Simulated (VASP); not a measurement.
# Tl (P6_3/mmc) in VASP: notebook

Runs on Tl. Level: PBE. Tasks: single point, relaxation of cell and atoms.

Program: VASP 6.6.1. These are calculated values, not measurements. Logs are shortened: lines on timing, memory, paths and dates and some standing lists are left out, and cuts for length are marked.

### 1 The cell of the first run

Symmetry: P6_3/mmc, No. 194, hexagonal system. Conventional cell: a = 3.612 Å, b = 3.612 Å, c = 5.565 Å, α = 90.00°, β = 90.00°, γ = 120.00°. Tl (site symmetry -6m2) has 12 Tl at 3.48 to 3.61 Å within 4.6 Å.

### 2 Single point, PBE

Input file INCAR:

```
SYSTEM = Tl
ALGO = Fast
EDIFF = 1E-6
ENCUT = 520
GGA = PE
ISIF = 2
ISMEAR = 0
LASPH = .True.
LCHARG = .False.
LREAL = .False.
LWAVE = .False.
NBANDS = 20
NELM = 80
PREC = Accurate
SIGMA = 0.1
```

Input file KPOINTS:

```
k-points
0
Gamma
  15 15 8
  0 0 0
```

Input file POSCAR:

```
Tl
1.0
    3.6124296590      0.0000000000      0.0000000000
   -1.8062148295      3.1284558541      0.0000000000
    0.0000000000      0.0000000000      5.5652678597
Tl
2
Direct
    0.3333333333      0.6666666667      0.7500000000
    0.6666666667      0.3333333333      0.2500000000
```

Potentials or basis: VASP PAW PBE potentials, release 64 (Tl_d).

Run with:

```bash
cat potpaw_PBE.64/Tl_d/POTCAR > POTCAR
mpirun -np 1 vasp_std > vasp.out
```

OUTCAR:

```text
SYSTEM = Tl
   EDIFF = 1E-6
   ENCUT = 520
   GGA = PE
   ISIF = 2
   ISMEAR = 0
   LASPH = .True.
   LREAL = .False.
   NELM = 80
   PREC = Accurate

 ion  position               nearest neighbor table
   1  0.333  0.667  0.750-   2 3.48   2 3.48   2 3.48   2 3.48   2 3.48   2 3.48
   2  0.667  0.333  0.250-   1 3.48   1 3.48   1 3.48   1 3.48   1 3.48   1 3.48

  LATTYP: Found a hexagonal cell.
 ALAT       =     3.6124296590
 C/A-ratio  =     1.5405885747

  Lattice vectors:

 A1 = (   3.6124296590,   0.0000000000,   0.0000000000)
 A2 = (  -1.8062148295,   3.1284558541,   0.0000000000)
 A3 = (   0.0000000000,   0.0000000000,   5.5652678597)

Analysis of symmetry for initial positions (statically):
=====================================================================
 Subroutine PRICEL returns:
 Original cell was already a primitive cell.

 Routine SETGRP: Setting up the symmetry group for a
 hexagonal supercell.

 Subroutine GETGRP returns: Found 24 space group operations
 (whereof 12 operations were pure point group operations)
 out of a pool of 24 trial point group operations.

The static configuration has the point symmetry D_3d.
 The point group associated with its full space group is D_6h.

Analysis of symmetry for dynamics (positions and initial velocities):
=====================================================================
 Subroutine PRICEL returns:
 Original cell was already a primitive cell.

 Routine SETGRP: Setting up the symmetry group for a
 hexagonal supercell.

 Subroutine GETGRP returns: Found 24 space group operations
 (whereof 12 operations were pure point group operations)
 out of a pool of 24 trial point group operations.

The dynamic configuration has the point symmetry D_3d.
 The point group associated with its full space group is D_6h.

 Subroutine INISYM returns: Found 24 space group operations
 (whereof 12 operations are pure point group operations),
 and found     1 'primitive' translations

----------------------------------------------------------------------------------------

                                     Primitive cell

  volume of cell :      62.8949

  direct lattice vectors                    reciprocal lattice vectors
     3.612429659  0.000000000  0.000000000     0.276821999  0.159823256  0.000000000
    -1.806214830  3.128455854  0.000000000     0.000000000  0.319646511  0.000000000
     0.000000000  0.000000000  5.565267860     0.000000000  0.000000000  0.179685871

  length of vectors
     3.612429659  3.612429659  5.565267860     0.319646511  0.319646511  0.179685871

  position of ions in fractional coordinates (direct lattice)
     0.333333333  0.666666667  0.750000000
     0.666666667  0.333333333  0.250000000

  ion indices of the primitive-cell ions
   primitive index   ion index
                 1           1
                 2           2

----------------------------------------------------------------------------------------

 KPOINTS: k-points

Automatic generation of k-mesh.
 Grid dimensions read from file:
 generate k-points for:   15   15    8

 Generating k-lattice:

  Cartesian coordinates                     Fractional coordinates (reciprocal lattice)
     0.018454800  0.010654884  0.000000000     0.066666667  0.000000000  0.000000000
     0.000000000  0.021309767  0.000000000     0.000000000  0.066666667  0.000000000
     0.000000000  0.000000000  0.022460734     0.000000000  0.000000000  0.125000000

  Length of vectors
     0.021309767  0.021309767  0.022460734

  Shift w.r.t. Gamma in fractional coordinates (k-lattice)
     0.000000000  0.000000000  0.000000000

 Subroutine IBZKPT returns following result:
 ===========================================

 Found    135 irreducible k-points:

 Following reciprocal coordinates:
            Coordinates               Weight
  0.000000  0.000000  0.000000      1.000000
  0.066667  0.000000  0.000000      6.000000
  0.133333  0.000000  0.000000      6.000000
  0.200000  0.000000  0.000000      6.000000
  0.266667  0.000000  0.000000      6.000000
  0.333333  0.000000  0.000000      6.000000
[... 16 lines left out ...]
  0.333333  0.200000  0.000000     12.000000
  0.400000  0.200000  0.000000      6.000000
 [... further k-points ...]
   k-points           NKPTS =    135   k-points in BZ     NKDIM =    135   number of bands    NBANDS=     20
   number of dos      NEDOS =    301   number of ions     NIONS =      2
   total plane-waves  NPLWV =  32928
   dimension x,y,z NGX =    28 NGY =   28 NGZ =   42
   dimension x,y,z NGXF=    56 NGYF=   56 NGZF=   84
   ions per type =               2
   NGX,Y,Z   is equivalent  to a cutoff of  12.89, 12.89, 12.55 a.u.
   NGXF,Y,Z  is equivalent  to a cutoff of  25.77, 25.77, 25.09 a.u.
 SYSTEM =  Tl
   PREC   = accura    normal or accurate (medium, high low for compatibility)
   ISTART =      0    job   : 0-new  1-cont  2-samecut
   ICHARG =      2    charge: 1-file 2-atom 10-const
   ISPIN  =      1    spin polarized calculation?
   LNONCOLLINEAR =      F non collinear calculations
   LSORBIT =      F    spin-orbit coupling
   LASPH  =      T    aspherical Exc in radial PAW
   ENCUT  =  520.0 eV  38.22 Ry    6.18 a.u.   6.72  6.72 10.35*2*pi/ulx,y,z
   NELM   =     80;   NELMIN=  2; NELMDL= -5     # of ELM steps
   EDIFF  = 0.1E-05   stopping-criterion for ELM
   LREAL  =      F    real-space projection
   EDIFFG = 0.1E-04   stopping-criterion for IOM
   NSW    =      0    number of steps for IOM
   IBRION =     -1    ionic relax: 0-MD 1-quasi-New 2-CG
   NFREE  =      0    steps in history (QN), initial steepest desc. (CG)
   ISIF   =      2    stress and relaxation
   ISYM   =      2    0-nonsym 1-usesym 2-fastsym
   POTIM  = 0.5000    time-step for ionic-motion
   TEBEG  =    0.0;   TEEND  =   0.0 temperature during run
   PSTRESS=    0.0 pullay stress
   NELECT =      26.0000    total number of electrons
   NUPDOWN=      -1.0000    fix difference up-down
   EMIN   =  10.00;   EMAX   =-10.00  energy-range for DOS
   EFERMI =   0.00;   METHOD = LEGACY
   ISMEAR =     0;   SIGMA  =   0.10  broadening in eV -4-tet -1-fermi 0-gaus
   EFERMI_NEDOS =   21; number of points for ismear=-14 and -15
   IALGO  =     68    algorithm
   IMIX   =      4    mixing-type and parameters
     AMIX     =   0.40;   BMIX     =  1.00
     AMIX_MAG =   1.60;   BMIX_MAG =  1.00
  volume/ion in A,a.u.               =      31.45       212.22
  Fermi-wavevector in a.u.,A,eV,Ry     =   1.219535  2.304586 20.235463  1.487265
  Thomas-Fermi vector in A             =   2.354783
   LORBIT       =      0    0 simple, 1 ext, 2 COOP (PROOUT), +10 PAW based schemes
   GGA     = PE    functional components
   LHFCALC =     F    Hartree Fock is set to
   AEXX    =    0.0000 exact exchange contribution
   IVDW    =     0    specifies the selected vdW correction
   LEPSILON=     F    determine dielectric tensor
   LRPA    =     F    only Hartree local field effects (RPA)
 non-spin polarized calculation
 RMM-DIIS sequential band-by-band and
 Gauss-broadening in eV      SIGMA  =   0.10
  energy-cutoff  :      520.00
  volume of cell :       62.89
 maximum number of plane-waves:      1713
 NGX is ok and might be reduce to    28

 number of electron      26.0000006 magnetization

 Free energy of the ion-electron system (eV)
  ---------------------------------------------------
  ext. energy  EPLUGINS =         0.00000000
  ---------------------------------------------------
  free energy    TOTEN  =        -4.45455789 eV

  energy without entropy =       -4.45106669  energy(sigma->0) =       -4.45281229

 E-fermi :   5.6499     XC(G=0):  -9.7218

 val. band max:        5.5918132022   @ k =   0.2000   0.2000   0.0000
 cond. band min:       5.6617466936   @ k =   0.2667   0.1333   0.0000
 fundamental gap:      0.0699334915
 Fermi energy:         5.6499494082

 k-point     1 :       0.0000    0.0000    0.0000
  band No.  band energies     occupation
      1      -6.0067      2.00000
      2      -5.8317      2.00000
      3      -5.8317      2.00000
      4      -5.8211      2.00000
      5      -5.7862      2.00000
      6      -5.7862      2.00000
[... 12 lines left out ...]
     19      15.4719      0.00000
     20      16.3527      0.00000

 k-point     2 :       0.0667    0.0000    0.0000
  band No.  band energies     occupation
      1      -5.9973      2.00000
      2      -5.8567      2.00000
      3      -5.8179      2.00000
      4      -5.7936      2.00000
      5      -5.7906      2.00000
      6      -5.7903      2.00000
[... 12 lines left out ...]
     19      16.0189      0.00000
     20      16.1232      0.00000

 k-point     3 :       0.1333    0.0000    0.0000
  band No.  band energies     occupation
      1      -5.9825      2.00000
      2      -5.8770      2.00000
      3      -5.8121      2.00000
      4      -5.8090      2.00000
      5      -5.7860      2.00000
      6      -5.7788      2.00000
[... 12 lines left out ...]
     19      15.3892      0.00000
     20      16.9231      0.00000

 k-point     4 :       0.2000    0.0000    0.0000
  band No.  band energies     occupation
      1      -5.9948      2.00000
      2      -5.8718      2.00000
      3      -5.8473      2.00000
      4      -5.8348      2.00000
      5      -5.7821      2.00000
      6      -5.7209      2.00000
[... 12 lines left out ...]
     19      14.7373      0.00000
     20      16.6426      0.00000

 k-point     5 :       0.2667    0.0000    0.0000
  band No.  band energies     occupation
      1      -6.0298      2.00000
      2      -5.8926      2.00000
      3      -5.8687      2.00000
      4      -5.8623      2.00000
      5      -5.7597      2.00000
      6      -5.6541      2.00000
[... 12 lines left out ...]
     19      14.2802      0.00000
     20      16.0021      0.00000
[... 353 lines left out ...]
      6      -5.6554      2.00000
[... 12 lines left out ...]
     19      13.8551      0.00000
     20      16.7168      0.00000

 k-point    22 :       0.2667    0.2000    0.0000
  band No.  band energies     occupation
      1      -6.0150      2.00000
      2      -5.9640      2.00000
      3      -5.8953      2.00000
      4      -5.8575      2.00000
      5      -5.6865      2.00000
      6      -5.6865      2.00000
[... 12 lines left out ...]
     19      13.2723      0.00000
     20      16.7488      0.00000

 k-point    23 :       0.3333    0.2000    0.0000
  band No.  band energies     occupation
      1      -6.0438      2.00000
      2      -5.9810      2.00000
      3      -5.8600      2.00000
      4      -5.8523      2.00000
      5      -5.7109      2.00000
      6      -5.6741      2.00000
[... 12 lines left out ...]
     19      12.9579      0.00000
     20      16.6091      0.00000

 k-point    24 :       0.4000    0.2000    0.0000
  band No.  band energies     occupation
      1      -6.0540      2.00000
      2      -5.9871      2.00000
      3      -5.8492      2.00000
      4      -5.8462      2.00000
      5      -5.7207      2.00000
      6      -5.6616      2.00000
[... 12 lines left out ...]
     19      12.8589      0.00000
     20      16.5581      0.00000

 [... further k-points ...]

------------------------ aborting loop because EDIFF is reached ----------------------------------------

  FORCE on cell =-STRESS in cart. coord.  units (eV):
  Direction    XX          YY          ZZ          XY          YZ          ZX
  --------------------------------------------------------------------------------------
  -------------------------------------------------------------------------------------
  Total       -0.0348242     -0.0348242     -0.0307830      0.0000000      0.0000000      0.0000000
  in kB       -0.8871079     -0.8871079     -0.7841630      0.0000000      0.0000000      0.0000000
  external PRESSURE =      -0.8527929 kB  Pullay stress =       0.0000000 kB

 VOLUME and BASIS-vectors are now :
 -----------------------------------------------------------------------------
  energy-cutoff  :      520.00
  volume of cell :       62.89
      direct lattice vectors                 reciprocal lattice vectors
     3.612429659  0.000000000  0.000000000     0.276821999  0.159823256  0.000000000
    -1.806214830  3.128455854  0.000000000     0.000000000  0.319646511  0.000000000
     0.000000000  0.000000000  5.565267860     0.000000000  0.000000000  0.179685871

 POSITION                                       TOTAL-FORCE (eV/Angst)
 -----------------------------------------------------------------------------------
     -0.00000      2.08564      4.17395        -0.000000      0.000000      0.000000
      1.80621      1.04282      1.39132         0.000000      0.000000      0.000000
 -----------------------------------------------------------------------------------
    total drift:                               -0.000000      0.000000      0.000000

  FREE ENERGIE OF THE ION-ELECTRON SYSTEM (eV)
  ---------------------------------------------------
  free  energy   TOTEN  =        -4.4545578878 eV

  energy  without entropy=       -4.4510666871  energy(sigma->0) =       -4.45281229
```

Wall time 52 s (1 thread of Intel Xeon 6975P-C (Granite Rapids), shared host); peak memory 0.27 GiB.

What came out:

```yaml
Free_energy: -4.4546 eV
Pressure: -0.1 GPa
Band_gap_on_the_k_mesh: zero (bands 13 and 14 overlap by 5.44 eV)
```

Levels at points of the mesh, in eV from the Fermi level:
| k point | band 10 | band 11 | band 12 | band 13 | band 14 | band 15 | band 16 | band 17 |
| --- | --- | --- | --- | --- | --- | --- | --- | --- |
| (0.00, 0.00, 0.00) | -11.13 | -9.46 | -4.85 | -2.38 | 6.92 | 6.92 | 8.91 | 8.91 |
| (0.00, 0.00, 0.50) | -11.21 | -8.10 | -8.10 | 3.49 | 3.49 | 7.88 | 7.88 | 7.88 |

Caveat: spin-orbit coupling is left out, which moves the levels of the heavy elements.

### 3 Relaxation of cell and atoms, PBE

Input file INCAR:

```
ALGO = Fast
EDIFF = 1E-6
EDIFFG = -0.005
ENCUT = 600
GGA = PE
IBRION = 2
ISIF = 3
ISMEAR = 0
LASPH = T
LCHARG = F
LREAL = F
LWAVE = F
NELM = 80
NSW = 100
PREC = Accurate
SIGMA = 0.1
```

Input file KPOINTS:

```
k-points
0
Gamma
  15 15 8
```

POSCAR is that of step 2.

Potentials or basis: VASP PAW PBE potentials, release 64 (Tl_d).

Run with:

```bash
cat potpaw_PBE.64/Tl_d/POTCAR > POTCAR
mpirun -np 1 vasp_std > vasp.out
```

Run time: 79 s. Hardware: 1 thread of Intel Xeon 6975P-C (Granite Rapids), shared host; peak memory 0.31 GiB.

The run converged. Its results:

```yaml
Free_energy: -4.4546 eV
Relaxed_volume: 31.42 Å³/atom
Relaxed_cell: a = 3.611 Å, b = 3.611 Å, c = 5.564 Å, α = 90.00°, β = 90.00°, γ = 120.00°
Space_group_after_relaxing_to_0.1_Å: P6_3/mmc (No. 194)
Energy_gained_by_relaxing: 0.0 meV/atom
Ionic_steps: 2
Pressure_after_relaxing: 0.0 GPa
Band_gap_on_the_k_mesh: zero (bands 13 and 14 overlap by 5.45 eV)
```

Final structure:
```yaml
crystal:
  lattice:
    - [3.61108, 0.00000, 0.00000]
    - [-1.80554, 3.12728, 0.00000]
    - [0.00000, 0.00000, 5.56372]
  atoms:
    - { symbol: Tl, position: [0.33333, 0.66667, 0.75000] }
    - { symbol: Tl, position: [0.66667, 0.33333, 0.25000] }
```

Levels at points of the mesh, in eV from the Fermi level:
```csv
k point,band 9,band 10,band 11,band 12,band 13,band 14,band 15,band 16,band 17
"(0.00, 0.00, 0.00)",-11.13,-11.13,-9.47,-4.85,-2.38,6.93,6.93,8.92,8.92
"(0.00, 0.00, 0.50)",-11.21,-11.21,-8.10,-8.10,3.49,3.49,7.89,7.89,7.89
```

Caveat: spin-orbit coupling is left out, which moves the levels of the heavy elements.

### 4 Single point, PBE

This run uses another cell than the first one, of the same volume but with other edges.

Input file INCAR:

```
SYSTEM = Tl
ALGO = Fast ; EDIFF = 1E-6
ENCUT = 520 ; GGA = PE
ISIF = 2 ; ISMEAR = 0
ISYM = 0 ; LASPH = .TRUE.
LCHARG = .FALSE. ; LREAL = .FALSE.
LWAVE = .FALSE. ; NBANDS = 20
NELM = 100 ; PREC = Accurate
SIGMA = 0.1
```

Input file KPOINTS:

```
k-points
0
G
  10 6 13
  0 0 0
```

Input file POSCAR:

```
Tl
1.0
    3.6124296590      0.0000000000      0.0000000000
   -1.8062148295      6.3843122089      0.0000000000
    1.8062148295      1.5330133788      2.7271057939
Tl
2
Direct
    0.5833333333      0.2500000000      0.0833333333
    0.4166666667      0.7500000000      0.9166666667
```

Run with:

```bash
cat potpaw_PBE.64/Tl_d/POTCAR > POTCAR
mpirun -np 1 vasp_std > vasp.out
```

Wall time 2.7 min (1 thread of Intel Xeon 6975P-C (Granite Rapids), shared host); peak memory 0.49 GiB.

Results (log left out):

- Free energy: -4.4564 eV
- Pressure: 0.0 GPa
- Largest force: 0.008 eV/Å
- Band gap on the k mesh: zero (bands 13 and 14 overlap by 5.49 eV)

Forces in eV/Å, atoms in the order of the input:
```
Tl  -0.007 -0.003 -0.002
Tl   0.007  0.003  0.002
```

Stress tensor (GPa, compression positive):
```
-0.33  0.04 -0.16
 0.04  0.23 -0.20
-0.16 -0.20 -0.01
```

Levels at points of the mesh, in eV from the Fermi level:
| k point | band 11 | band 12 | band 13 | band 14 | band 15 | band 16 |
| --- | --- | --- | --- | --- | --- | --- |
| (0.00, 0.00, 0.00) | -9.45 | -4.84 | -2.36 | 6.93 | 6.94 | 8.92 |
| (0.50, 0.00, 0.00) | -4.87 | -4.87 | -1.99 | -1.99 | 5.01 | 5.01 |
| (0.00, 0.50, 0.00) | -8.09 | -8.09 | 3.50 | 3.50 | 7.89 | 7.89 |
| (0.50, 0.50, 0.00) | -5.86 | -4.70 | -0.63 | 0.77 | 1.34 | 3.40 |

Caveat: spin-orbit coupling is left out, which moves the levels of the heavy elements.

### 5 The runs side by side

| task | cell | k mesh | cutoff (eV) | gap on the mesh (eV) | pressure (GPa) |
| --- | --- | --- | --- | --- | --- |
| single point | a = 3.612, b = 3.612, c = 5.565 Å, angles 90.0, 90.0, 120.0°, 2 atoms, atomic positions A | 15 × 15 × 8 | 520 | none | -0.1 |
| relaxation of cell and atoms | relaxed from a = 3.612, b = 3.612, c = 5.565 Å, angles 90.0, 90.0, 120.0°, 2 atoms, atomic positions A | 15 × 15 × 8 | 600 | none | 0.0 |
| single point | a = 3.612, b = 6.635 Å, angles 74.2, 60.0, 105.8°, 2 atoms, atomic positions B | 10 × 6 × 13 | 520 | none | 0.0 |

Alike in all rows: level PBE; potentials or basis VASP PAW PBE potentials, release 64 (Tl_d); no spin polarisation; smearing gaussian 0.1 eV.

Caveats: spin-orbit coupling is left out, which moves the levels of the heavy elements.

Total energies depend on the potentials used, so only differences within one code and one set of settings carry meaning.

The gap in the log of VASP goes by the Fermi energy; the results here count the filled bands.